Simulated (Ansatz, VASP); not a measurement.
# P: VASP beside Ansatz

```xyz
12
Lattice="3.3352 1.9256 4.9851 -3.3352 1.9256 4.9851 0.0000 -3.8512 4.9851" Properties=species:S:1:pos:R:3 pbc="T T T"
P    -1.3267    0.7660    3.7606
P     0.0000   -1.5320    3.7606
P     1.3267    0.7660    3.7606
P     1.3267   -0.7660   11.1947
P    -1.3267   -0.7660   11.1947
P     0.0000    1.5320   11.1947
P    -1.2552    0.7247    6.0255
P     0.0000   -1.4493    6.0255
P     1.2552    0.7247    6.0255
P     1.2552   -0.7247    8.9297
P    -1.2552   -0.7247    8.9297
P     0.0000    1.4493    8.9297
```

Alike in both runs: functional PBEsol; k mesh 9 × 9 × 9; occupations gaussian, width 0.1 eV; no spin polarisation.

Ansatz relaxed the structure, and its values are those at the end. VASP's run is a single point on that final structure, the one shown.

|  | VASP | Ansatz |
| --- | --- | --- |
| version | VASP 6.6.1 | Ansatz 0.2.0 |
| potentials or method | VASP PAW PBE potentials, release 64 (P), cutoff 520 eV | scalar-relativistic, plane waves, PAW |
| valence electrons in the cell | 60 | 60 |

|  | VASP | Ansatz | Ansatz less VASP |
| --- | --- | --- | --- |
| gap on the k mesh at the Fermi level (eV) | none | none | - |
| pressure (GPa) | 0.1 | 0.0 | -0.07 |
| rms of the force components (eV/Å) | 0.014 | 0.002 | -0.0121 |

VASP's potentials were made for PBE, not for PBEsol. A gap of «none» marks a metal or a gap that the smearing closes.
